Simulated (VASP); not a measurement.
# PtSe2 (nod): relaxation of cell and atoms with PBEsol

Crystal: PtSe2 (nod).

```
CELL_PARAMETERS angstrom
3.75728 0.00000 0.00000
-1.87864 3.25390 0.00000
0.00000 0.00000 4.87883
ATOMIC_POSITIONS crystal
Pt 0.00000 0.00000 0.00000
Se 0.66667 0.33333 0.73954
Se 0.33333 0.66667 0.26046
```

```
Program                : VASP 6.6.1
Task                   : relaxation of cell and atoms
Functional             : PBEsol
Potentials or basis    : VASP PAW PBE potentials, release 64 (Pt, Se)
Cutoff                 : 600 eV
k mesh                 : 15 × 15 × 10
Occupations            : gaussian, width 0.1 eV
Spin                   : no spin polarisation
Dipole correction      : no
Further INCAR settings : ALGO = Normal; EDIFF = 1e-06; IBRION = 2; EDIFFG = -0.002; NSW = 100; ISIF = 3
```

The relaxed volume is 19.86 Å³/atom and the relaxed cell is a = 3.761 Å, b = 3.761 Å, c = 4.864 Å, α = 90.00°, β = 90.00°, γ = 120.00°. The space group after relaxing (to 0.05 Å) is P-3m1 (No. 164). The energy gained by relaxing is 0.0 meV/atom. The ionic steps are 10 and the pressure after relaxing is 0.0 GPa. The band gap on the k mesh is zero (band 11 reaches 7.30 eV, above the bottom of band 12 at 6.47 eV).

The path:
```csv
step,energy change (eV),largest force (eV/Å),pressure (GPa),volume (Å³)
1,0.0000,0.0051,0.10,59.65
2,0.0000,0.0162,-0.23,59.76
3,0.0000,0.0057,-0.05,59.70
4,-0.0001,0.0015,-0.03,59.68
5,-0.0001,0.0105,0.00,59.66
6,-0.0001,0.0098,-0.02,59.66
7,-0.0001,0.0100,0.02,59.63
8,-0.0001,0.0101,0.06,59.59
9,-0.0001,0.0077,0.04,59.59
10,-0.0001,0.0014,0.00,59.59
```

Final structure:
```yaml
crystal:
  lattice:
    - [3.76110, 0.00000, 0.00000]
    - [-1.88055, 3.25721, 0.00000]
    - [0.00000, 0.00000, 4.86414]
  atoms:
    - { symbol: Pt, position: [0.00000, 0.00000, 0.00000] }
    - { symbol: Se, position: [0.66667, 0.33333, 0.73917] }
    - { symbol: Se, position: [0.33333, 0.66667, 0.26083] }
```

Levels at points of the mesh, in eV from the Fermi level:
| k point | band 7 | band 8 | band 9 | band 10 | band 11 | band 12 | band 13 | band 14 | band 15 |
| --- | --- | --- | --- | --- | --- | --- | --- | --- | --- |
| (0.00, 0.00, 0.00) | -3.85 | -2.47 | -1.02 | -1.02 | 0.75 | 1.20 | 1.20 | 3.28 | 4.06 |
| (0.00, 0.00, 0.50) | -3.90 | -2.93 | -1.68 | -1.65 | -1.65 | 2.35 | 2.35 | 4.87 | 6.43 |

Run time: 14 min on 1 thread of Intel(R) Xeon(R) Platinum 8259CL CPU @ 2.50GHz (Skylake/Cascade Lake), on a shared host, peak memory 0.42 GiB.

Caveat: the PAW data sets were made with another functional, which shifts forces and pressure a little; spin-orbit coupling is left out, which moves the levels of the heavy elements.
